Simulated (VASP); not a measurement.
# AgPt4 in VASP: further runs

AgPt4 is run at these levels: r2SCAN; tasks: single point.

Program: VASP 6.6.1. These are calculated values, not measurements. Logs are shortened: lines on timing, memory, paths and dates and some standing lists are left out, and cuts for length are marked.

### Step 1. The cell of the first run

The cell holds a slab with vacuum, 5 atoms: a = 2.786 Å, b = 2.786 Å, c = 25.825 Å, α = 90.00°, β = 90.00°, γ = 120.00°.

### Step 2. Single point, r2SCAN

The input, POSCAR:

```
AgPt4
1.0
    2.7861346168      0.0000000000      0.0000000000
   -1.3930673084      2.4128633565      0.0000000000
    0.0000000000      0.0000000000     25.8246081658
Pt Ag
4 1
Direct
    0.6666666667      0.3333333333      0.3291434258
    0.3333333333      0.6666666667      0.4172326380
    0.0000000000      0.0000000000      0.5048704698
    0.6666666667      0.3333333333      0.5940219137
    0.6666666667      0.3333333333      0.7000639783
```

The input, INCAR.step1:

```
PREC = Accurate
ENCUT = 520
ISMEAR = 0
SIGMA = 0.1
LREAL = False
LASPH = True
NELM = 80
LDIPOL = True
IDIPOL = 3
DIPOL = 0.5 0.5 0.509
NBANDS = 34
GGA = PE
ALGO = Normal
EDIFF = 1E-4
LWAVE = True
LCHARG = False
```

The input, INCAR.step2:

```
PREC = Accurate
ENCUT = 520
EDIFF = 1E-6
ISMEAR = 0
SIGMA = 0.1
LREAL = False
LASPH = True
NELM = 80
ALGO = Normal
ISIF = 2
LWAVE = False
LCHARG = False
LDIPOL = True
IDIPOL = 3
DIPOL = 0.5 0.5 0.509
METAGGA = R2SCAN
LMIXTAU = True
NBANDS = 34
ISTART = 1
```

The input, KPOINTS:

```
Automatic mesh
0
Gamma
  12 12 1
```

Potentials or basis: VASP PAW PBE potentials, release 64 (Pt, Ag).

On the command line:

```console
> cat potpaw_PBE.64/Pt/POTCAR potpaw_PBE.64/Ag/POTCAR > POTCAR
> cp INCAR.step1 INCAR
> mpirun -np 1 vasp_std > vasp.out
> cp INCAR.step2 INCAR
> mpirun -np 1 vasp_std > vasp.out
```

OUTCAR:

```text
PREC = Accurate
   ENCUT = 520
   EDIFF = 1E-6
   ISMEAR = 0
   LREAL = False
   LASPH = True
   NELM = 80
   ISIF = 2
   METAGGA = R2SCAN
   ISTART = 1

 ion  position               nearest neighbor table
   1  0.667  0.333  0.329-   2 2.79   2 2.79   2 2.79
   2  0.333  0.667  0.417-   3 2.78   3 2.78   3 2.78   1 2.79   1 2.79   1 2.79
   3  0.000  0.000  0.505-   2 2.78   2 2.78   2 2.78   4 2.81   4 2.81   4 2.81
   4  0.667  0.333  0.594-   5 2.74   3 2.81   3 2.81   3 2.81
   5  0.667  0.333  0.700-   4 2.74

  LATTYP: Found a hexagonal cell.
 ALAT       =     2.7861346168
 C/A-ratio  =     9.2689735844

  Lattice vectors:

 A1 = (   2.7861346168,   0.0000000000,   0.0000000000)
 A2 = (  -1.3930673084,   2.4128633565,   0.0000000000)
 A3 = (   0.0000000000,   0.0000000000,  25.8246081658)

Analysis of symmetry for initial positions (statically):
=====================================================================
 Subroutine PRICEL returns:
 Original cell was already a primitive cell.

 Routine SETGRP: Setting up the symmetry group for a
 hexagonal supercell.

 Subroutine GETGRP returns: Found  6 space group operations
 (whereof  6 operations were pure point group operations)
 out of a pool of 24 trial point group operations.

The static configuration has the point symmetry C_3v.

Analysis of symmetry for dynamics (positions and initial velocities):
=====================================================================
 Subroutine PRICEL returns:
 Original cell was already a primitive cell.

 Routine SETGRP: Setting up the symmetry group for a
 hexagonal supercell.

 Subroutine GETGRP returns: Found  6 space group operations
 (whereof  6 operations were pure point group operations)
 out of a pool of 24 trial point group operations.

The dynamic configuration has the point symmetry C_3v.

 Subroutine INISYM returns: Found  6 space group operations
 (whereof  6 operations are pure point group operations),
 and found     1 'primitive' translations

----------------------------------------------------------------------------------------

                                     Primitive cell

  volume of cell :     173.6075

  direct lattice vectors                    reciprocal lattice vectors
     2.786134617  0.000000000  0.000000000     0.358920202  0.207222675  0.000000000
    -1.393067308  2.412863356  0.000000000     0.000000000  0.414445351  0.000000000
[... 94 lines left out ...]
   TEBEG  =    0.0;   TEEND  =   0.0 temperature during run
   PSTRESS=    0.0 pullay stress
   NELECT =      51.0000    total number of electrons
   NUPDOWN=      -1.0000    fix difference up-down
   EMIN   =  10.00;   EMAX   =-10.00  energy-range for DOS
   EFERMI =   0.00;   METHOD = LEGACY
   ISMEAR =     0;   SIGMA  =   0.10  broadening in eV -4-tet -1-fermi 0-gaus
   EFERMI_NEDOS =   21; number of points for ismear=-14 and -15
   IALGO  =     38    algorithm
   IMIX   =      4    mixing-type and parameters
     AMIX     =   0.40;   BMIX     =  1.00
     AMIX_MAG =   1.60;   BMIX_MAG =  1.00
  volume/ion in A,a.u.               =      34.72       234.31
  Fermi-wavevector in a.u.,A,eV,Ry     =   1.088283  2.056558 16.114209  1.184361
  Thomas-Fermi vector in A             =   2.224462
   LORBIT       =      0    0 simple, 1 ext, 2 COOP (PROOUT), +10 PAW based schemes
   METAGGA = R2SCAN    functional components
   LHFCALC =     F    Hartree Fock is set to
   AEXX    =    0.0000 exact exchange contribution
   IVDW    =     0    specifies the selected vdW correction
   LEPSILON=     F    determine dielectric tensor
   LRPA    =     F    only Hartree local field effects (RPA)
 non-spin polarized calculation
 Gauss-broadening in eV      SIGMA  =   0.10
  energy-cutoff  :      520.00
  volume of cell :      173.61
 maximum number of plane-waves:      4705
 NGX is ok and might be reduce to    24
   NGX = 11   NGY = 11   NGZ = 97

 dipolmoment           0.000000      0.000000      0.016351 electrons x Angstroem

 number of electron      51.0000000 magnetization

 dipolmoment           0.000000      0.000000     -0.039882 electrons x Angstroem

 Free energy of the ion-electron system (eV)
  ---------------------------------------------------
  ext. energy  EPLUGINS =         0.00000000
  ---------------------------------------------------
  free energy    TOTEN  =      -226.00713886 eV

  energy without entropy =     -225.97133190  energy(sigma->0) =     -225.98923538

 E-fermi :   1.6393     XC(G=0):  -7.0597

 val. band max:        1.6326441250   @ k =   0.3333   0.1667   0.0000
 cond. band min:       1.6591192107   @ k =   0.2500   0.2500   0.0000
 fundamental gap:      0.0264750858
 Fermi energy:         1.6392741107

 k-point     1 :       0.0000    0.0000    0.0000
  band No.  band energies     occupation
      1      -8.1028      2.00000
      2      -6.8071      2.00000
      3      -5.7403      2.00000
      4      -5.5530      2.00000
      5      -4.5666      2.00000
      6      -3.1313      2.00000
[... 692 lines left out ...]
     33       9.0370      0.00000
     34       9.1159      0.00000

------------------------ aborting loop because EDIFF is reached ----------------------------------------

 vacuum level on the upper side and lower side of the slab       (xc-potential included)        -0.533         0.521

  FORCE on cell =-STRESS in cart. coord.  units (eV):
  Direction    XX          YY          ZZ          XY          YZ          ZX
  --------------------------------------------------------------------------------------
  -------------------------------------------------------------------------------------
  Total       -3.9265621     -3.9265621      0.3748551      0.0000000      0.0000000      0.0000000
  in kB      -36.2371878    -36.2371878      3.4594370      0.0000000      0.0000000      0.0000000
  external PRESSURE =     -23.0049795 kB  Pullay stress =       0.0000000 kB

 VOLUME and BASIS-vectors are now :
 -----------------------------------------------------------------------------
  energy-cutoff  :      520.00
  volume of cell :      173.61
      direct lattice vectors                 reciprocal lattice vectors
     2.786134617  0.000000000  0.000000000     0.358920202  0.207222675  0.000000000
    -1.393067308  2.412863356  0.000000000     0.000000000  0.414445351  0.000000000
     0.000000000  0.000000000 25.824608166     0.000000000  0.000000000  0.038722756

 POSITION                                       TOTAL-FORCE (eV/Angst)
 -----------------------------------------------------------------------------------
      1.39307      0.80429      8.50000        -0.000000      0.000000     -0.116650
     -0.00000      1.60858     10.77487         0.000000     -0.000000      0.088001
      0.00000      0.00000     13.03808         0.000000      0.000000      0.003410
      1.39307      0.80429     15.34038         0.000000     -0.000000      0.013658
      1.39307      0.80429     18.07888        -0.000000      0.000000      0.011581
 -----------------------------------------------------------------------------------
    total drift:                               -0.000002      0.000001      0.000458

  FREE ENERGIE OF THE ION-ELECTRON SYSTEM (eV)
  ---------------------------------------------------
  free  energy   TOTEN  =      -226.0071388588 eV

  energy  without entropy=     -225.9713318971  energy(sigma->0) =     -225.98923538

 vacuum level on the upper side and lower side of the slab         6.367         7.444
```

It took 33 min on 1 thread of Intel Xeon 8259CL, shared host; peak memory 0.43 GiB.

What came out:

| Quantity | Value |
| --- | --- |
| Free energy | -226.0071 eV |
| Largest force | 0.117 eV/Å |
| Band gap on the k mesh | zero (an odd number of electrons rules out a gap without spin polarisation) |

Forces in eV/Å, atoms in the order of the input:
```
Pt   0.000  0.000 -0.117
Pt   0.000  0.000  0.088
Pt   0.000  0.000  0.003
Pt   0.000  0.000  0.014
Ag   0.000  0.000  0.012
```

Caveat: the PAW data sets were made with another functional, which shifts forces and pressure a little; spin-orbit coupling is left out, which moves the levels of the heavy elements.

### Step 3. Single point, r2SCAN

The input, POSCAR:

```
AgPt4
1.0
    2.7861346168      0.0000000000      0.0000000000
   -1.3930673084      2.4128633565      0.0000000000
    0.0000000000      0.0000000000     25.8246081658
Pt Ag
4 1
Direct
    0.6666666667      0.3333333333      0.3291434258
    0.3333333333      0.6666666667      0.4172326380
    0.0000000000      0.0000000000      0.5050664663
    0.6666666667      0.3333333333      0.5943730111
    0.3333333333      0.6666666667      0.6862214278
```

The input, INCAR.step1:

```
SYSTEM = AgPt4
ALGO = Normal
DIPOL = 0.5 0.5 0.506
EDIFF = 1E-4
ENCUT = 520
GGA = PE
IDIPOL = 3
ISMEAR = 0
LASPH = .True.
LCHARG = .False.
LDIPOL = .True.
LREAL = .False.
LWAVE = .True.
NBANDS = 34
NELM = 60
PREC = Accurate
SIGMA = 0.1
```

The input, INCAR.step2:

```
SYSTEM = AgPt4
ALGO = Normal
DIPOL = 0.5 0.5 0.506
EDIFF = 1E-6
ENCUT = 520
IDIPOL = 3
ISIF = 2
ISMEAR = 0
ISTART = 1
LASPH = .True.
LCHARG = .True.
LDIPOL = .True.
LELF = .True.
LMIXTAU = .True.
LREAL = .False.
LVACPOTAV = .True.
LVHAR = .True.
LWAVE = .False.
METAGGA = R2SCAN
NBANDS = 34
NELM = 60
PREC = Accurate
SIGMA = 0.1
```

The input, KPOINTS:

```
k-points
0
Gamma
  12 12 1
  0 0 0
```

Potentials or basis: VASP PAW PBE potentials, release 64 (Pt, Ag).

On the command line:

```console
> cat potpaw_PBE.64/Pt/POTCAR potpaw_PBE.64/Ag/POTCAR > POTCAR
> cp INCAR.step1 INCAR
> mpirun -np 1 vasp_std > vasp.out
> cp INCAR.step2 INCAR
> mpirun -np 1 vasp_std > vasp.out
```

OUTCAR:

```text
SYSTEM = AgPt4
   EDIFF = 1E-6
   ENCUT = 520
   ISIF = 2
   ISMEAR = 0
   ISTART = 1
   LASPH = .True.
   LREAL = .False.
   METAGGA = R2SCAN
   NELM = 60
   PREC = Accurate

 ion  position               nearest neighbor table
   1  0.667  0.333  0.329-   2 2.79   2 2.79   2 2.79
   2  0.333  0.667  0.417-   3 2.78   3 2.78   3 2.78   1 2.79   1 2.79   1 2.79
   3  0.000  0.000  0.505-   2 2.78   2 2.78   2 2.78   4 2.81   4 2.81   4 2.81
   4  0.667  0.333  0.594-   3 2.81   3 2.81   3 2.81   5 2.87   5 2.87   5 2.87
   5  0.333  0.667  0.686-   4 2.87   4 2.87   4 2.87

  LATTYP: Found a hexagonal cell.
 ALAT       =     2.7861346168
 C/A-ratio  =     9.2689735844

  Lattice vectors:

 A1 = (   2.7861346168,   0.0000000000,   0.0000000000)
 A2 = (  -1.3930673084,   2.4128633565,   0.0000000000)
 A3 = (   0.0000000000,   0.0000000000,  25.8246081658)

Analysis of symmetry for initial positions (statically):
=====================================================================
 Subroutine PRICEL returns:
 Original cell was already a primitive cell.

 Routine SETGRP: Setting up the symmetry group for a
 hexagonal supercell.

 Subroutine GETGRP returns: Found  6 space group operations
 (whereof  6 operations were pure point group operations)
 out of a pool of 24 trial point group operations.

The static configuration has the point symmetry C_3v.

Analysis of symmetry for dynamics (positions and initial velocities):
=====================================================================
 Subroutine PRICEL returns:
 Original cell was already a primitive cell.

 Routine SETGRP: Setting up the symmetry group for a
 hexagonal supercell.

 Subroutine GETGRP returns: Found  6 space group operations
 (whereof  6 operations were pure point group operations)
 out of a pool of 24 trial point group operations.

The dynamic configuration has the point symmetry C_3v.

 Subroutine INISYM returns: Found  6 space group operations
 (whereof  6 operations are pure point group operations),
 and found     1 'primitive' translations

[... 119 lines left out ...]
   METAGGA = R2SCAN    functional components
   LHFCALC =     F    Hartree Fock is set to
   AEXX    =    0.0000 exact exchange contribution
   IVDW    =     0    specifies the selected vdW correction
   LEPSILON=     F    determine dielectric tensor
   LRPA    =     F    only Hartree local field effects (RPA)
 non-spin polarized calculation
 Gauss-broadening in eV      SIGMA  =   0.10
  energy-cutoff  :      520.00
  volume of cell :      173.61
 maximum number of plane-waves:      4705
 NGX is ok and might be reduce to    24
   NGX = 11   NGY = 11   NGZ = 97

 dipolmoment           0.000000      0.000000      0.029355 electrons x Angstroem

 number of electron      51.0000006 magnetization

 dipolmoment           0.000000      0.000000     -0.038204 electrons x Angstroem

 Free energy of the ion-electron system (eV)
  ---------------------------------------------------
  ext. energy  EPLUGINS =         0.00000000
  ---------------------------------------------------
  free energy    TOTEN  =      -226.27816028 eV

  energy without entropy =     -226.23518560  energy(sigma->0) =     -226.25667294

 E-fermi :   1.6427     XC(G=0):  -6.9801

 val. band max:        1.6416513055   @ k =   0.2500   0.0000   0.0000
 cond. band min:       1.6475026295   @ k =   0.2500   0.2500   0.0000
 fundamental gap:      0.0058513239
 Fermi energy:         1.6426687159

 k-point     1 :       0.0000    0.0000    0.0000
  band No.  band energies     occupation
      1      -8.1431      2.00000
      2      -6.9847      2.00000
      3      -5.9246      2.00000
      4      -5.5463      2.00000
      5      -4.8463      2.00000
      6      -2.9775      2.00000
[... 692 lines left out ...]
     33       9.1678      0.00000
     34       9.3103      0.00000

------------------------ aborting loop because EDIFF is reached ----------------------------------------

  FORCE on cell =-STRESS in cart. coord.  units (eV):
  Direction    XX          YY          ZZ          XY          YZ          ZX
  --------------------------------------------------------------------------------------
  -------------------------------------------------------------------------------------
  Total       -2.6621577     -2.6621577      0.5380531      0.0000000      0.0000000     -0.0000000
  in kB      -24.5683386    -24.5683386      4.9655476      0.0000000      0.0000000     -0.0000000
  external PRESSURE =     -14.7237099 kB  Pullay stress =       0.0000000 kB

 VOLUME and BASIS-vectors are now :
 -----------------------------------------------------------------------------
  energy-cutoff  :      520.00
  volume of cell :      173.61
      direct lattice vectors                 reciprocal lattice vectors
     2.786134617  0.000000000  0.000000000     0.358920202  0.207222675  0.000000000
    -1.393067308  2.412863356  0.000000000     0.000000000  0.414445351  0.000000000
     0.000000000  0.000000000 25.824608166     0.000000000  0.000000000  0.038722756

 POSITION                                       TOTAL-FORCE (eV/Angst)
 -----------------------------------------------------------------------------------
      1.39307      0.80429      8.50000        -0.000000      0.000000     -0.146721
     -0.00000      1.60858     10.77487        -0.000000      0.000000      0.114969
      0.00000      0.00000     13.04314         0.000000      0.000000      0.003441
      1.39307      0.80429     15.34945        -0.000000     -0.000000     -0.016466
     -0.00000      1.60858     17.72140        -0.000000      0.000000      0.044778
 -----------------------------------------------------------------------------------
    total drift:                               -0.000001      0.000001     -0.000295

  FREE ENERGIE OF THE ION-ELECTRON SYSTEM (eV)
  ---------------------------------------------------
  free  energy   TOTEN  =      -226.2781602836 eV

  energy  without entropy=     -226.2351856000  energy(sigma->0) =     -226.25667294

 vacuum level on the upper side and lower side of the slab         6.402         7.430
```

OSZICAR.step1:

```text
N       E                     dE             d eps       ncg     rms          rms(c)
DAV:   1     0.334563145373E+03    0.33456E+03   -0.23416E+04  1292   0.130E+03
DAV:   2    -0.125936609961E+02   -0.34716E+03   -0.32338E+03  1520   0.282E+02
DAV:   3    -0.275197937088E+02   -0.14926E+02   -0.14240E+02  1498   0.543E+01
[... 13 lines left out ...]
DAV:  17    -0.261534673472E+02    0.43296E-02   -0.66929E-03  1414   0.672E-01    0.426E-01
DAV:  18    -0.261519742546E+02    0.14931E-02   -0.22536E-03  1488   0.445E-01    0.272E-01
DAV:  19    -0.261518240711E+02    0.15018E-03   -0.45698E-04  1054   0.182E-01    0.252E-01
DAV:  20    -0.261508972186E+02    0.92685E-03   -0.28648E-03  1262   0.386E-01    0.715E-02
DAV:  21    -0.261508949492E+02    0.22694E-05   -0.13072E-04   852   0.671E-02
   1 F= -.26150895E+02 E0= -.26127928E+02  d E =-.459347E-01
```

Wall time 32 min (1 thread of Intel Xeon 8259CL, shared host); peak memory 0.43 GiB.

Results:

| Item | Value |
| --- | --- |
| Free energy | -226.2782 eV |
| Largest force | 0.147 eV/Å |
| Band gap on the k mesh | zero (an odd number of electrons rules out a gap without spin polarisation) |

Forces in eV/Å, atoms in the order of the input:
```
Pt   0.000  0.000 -0.147
Pt   0.000  0.000  0.115
Pt   0.000  0.000  0.003
Pt   0.000  0.000 -0.016
Ag   0.000  0.000  0.045
```

Caveat: the PAW data sets were made with another functional, which shifts forces and pressure a little; spin-orbit coupling is left out, which moves the levels of the heavy elements.

The gap in the log of VASP goes by the Fermi energy; the results here count the filled bands.